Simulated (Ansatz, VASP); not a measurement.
One calculation of W, two programs

Contents of POSCAR:

```
W
1.0
   -1.6007500000      1.6007500000      1.6007500000
    1.6007500000     -1.6007500000      1.6007500000
    1.6007500000      1.6007500000     -1.6007500000
W
1
Direct
    0.0000000000      0.0000000000      0.0000000000
```

Contents of INCAR.step1:

```
PREC = Accurate
ENCUT = 520
ISMEAR = 0
SIGMA = 0.1
LREAL = F
LASPH = T
NELM = 100
NBANDS = 13
GGA = PE
ALGO = Normal
EDIFF = 1E-4
LWAVE = T
LCHARG = F
```

Contents of INCAR.step2:

```
PREC = Accurate
ENCUT = 520
EDIFF = 1E-6
ISMEAR = 0
SIGMA = 0.1
LREAL = F
LASPH = T
NELM = 100
ALGO = Normal
ISIF = 2
LWAVE = F
LCHARG = F
METAGGA = R2SCAN
LMIXTAU = T
NBANDS = 13
ISTART = 1
```

File KPOINTS:

```
regular mesh
0
Gamma
  8 8 8
```

Input for Ansatz:

```yaml
crystal:
  lattice:
    - [-1.60075, 1.60075, 1.60075]
    - [1.60075, -1.60075, 1.60075]
    - [1.60075, 1.60075, -1.60075]
  atoms:
    - { symbol: W, position: [0.0, 0.0, 0.0] }
basis:
  ecutwfc: 500
kpoints:
  mp_grid: { grid: [8, 8, 8] }
hamiltonian:
  xc: r2scan
  pseudopotentials: { kind: paw, azcp: { folder: soft_1 } }
scf:
  occupations: { method: gaussian, width: 0.1 }
output:
  forces: true
  stress: true
  eigenvalues: true
```

Alike in both runs: task single point; functional r2SCAN; k mesh 8 × 8 × 8; occupations gaussian, width 0.1 eV; no spin polarisation.

```csv
,VASP,Ansatz
version,VASP 6.6.1,Ansatz 0.2.0
potentials or method,"VASP PAW PBE potentials, release 64 (W_sv), cutoff 520 eV","scalar-relativistic, plane waves, PAW"
valence electrons in the cell,14,14
```

VASP gave:

| Item | Value |
| --- | --- |
| gap on the k mesh at the Fermi level (eV) | none |
| pressure (GPa) | -8.1 |

Task: Which values does Ansatz return?

Result: gap on the k mesh at the Fermi level (eV): none; pressure (GPa): -9.0.

VASP's potentials were made for PBE, not for r2SCAN. A gap of «none» marks a metal or a gap that the smearing closes. The functional is the same, so the differences come from potentials, cutoffs and numerics.

Neither program's run includes spin-orbit coupling.
